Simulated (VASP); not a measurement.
Here is a VASP 6.6.1 calculation.

The input POSCAR:

```
MgI2
1.0
    2.0786779653      1.2001252828      6.8923459395
   -2.0786779653      1.2001252828      6.8923459395
    0.0000000000     -2.4002505656      6.8923459395
Mg I
1 2
Direct
    0.0000000000      0.0000000000      0.0000000000
    0.2526882635      0.2526882635      0.2526882635
    0.7473117365      0.7473117365      0.7473117365
```

INCAR.step1

```
SYSTEM = MgI2
PREC = Accurate ; ENCUT = 500
EDIFF = 1E-8 ; ISMEAR = 0
SIGMA = 0.01 ; LREAL = .FALSE.
LASPH = .TRUE. ; NELM = 100
ALGO = Normal ; LWAVE = .TRUE.
LCHARG = .FALSE. ; GGA = PE
```

Contents of INCAR.step2:

```
SYSTEM = MgI2
PREC = Accurate ; ENCUT = 500
EDIFF = 1E-8 ; ISMEAR = 0
SIGMA = 0.01 ; LREAL = .FALSE.
LASPH = .TRUE. ; NELM = 1
ALGO = Exact ; LWAVE = .TRUE.
LCHARG = .FALSE. ; GGA = PE
NBANDS = 158 ; LOPTICS = .TRUE.
ISTART = 1
```

The input INCAR.step3:

```
SYSTEM = MgI2
PREC = Accurate ; ENCUT = 500
EDIFF = 1E-8 ; ISMEAR = 0
SIGMA = 0.01 ; LREAL = .FALSE.
LASPH = .TRUE. ; ALGO = EVGW0
LWAVE = .FALSE. ; LCHARG = .FALSE.
GGA = PE ; NELMGW = 1
NBANDS = 158 ; ENCUTGW = 100.0
NOMEGA = 96 ; PRECFOCK = Fast
ISTART = 1 ; NBANDSGW = 16
OMEGAMAX = 20
```

File KPOINTS:

```
Automatic mesh
0
G
  4 4 4
  0 0 0
```

Potentials or basis: VASP PAW PBE potentials, release 64 (Mg_GW, I_GW).

Run with:

```bash
$ cat potpaw_PBE.64/Mg_GW/POTCAR potpaw_PBE.64/I_GW/POTCAR > POTCAR
$ cp INCAR.step1 INCAR
$ mpirun -np 1 vasp_std > vasp.out
$ cp INCAR.step2 INCAR
$ mpirun -np 1 vasp_std > vasp.out
$ cp INCAR.step3 INCAR
$ mpirun -np 1 vasp_std > vasp.out
```

(1) Estimate the quasiparticle gap.

(2) What does it give for the least direct quasiparticle gap?

(3) Predict the least direct gap of the starting levels on the mesh.

(4) What does it give for the band gap of the starting levels on the mesh?

Answers

(1) 4.81 eV.

(2) 5.26 eV.

(3) 3.65 eV.

(4) 3.24 eV.

Caveat: the k points lie up to 0.44 Å⁻¹ apart; bands, screening cutoff and mesh are small and nothing is extrapolated, so the quasiparticle values aren't converged; spin-orbit coupling is left out, which moves the levels of the heavy elements.
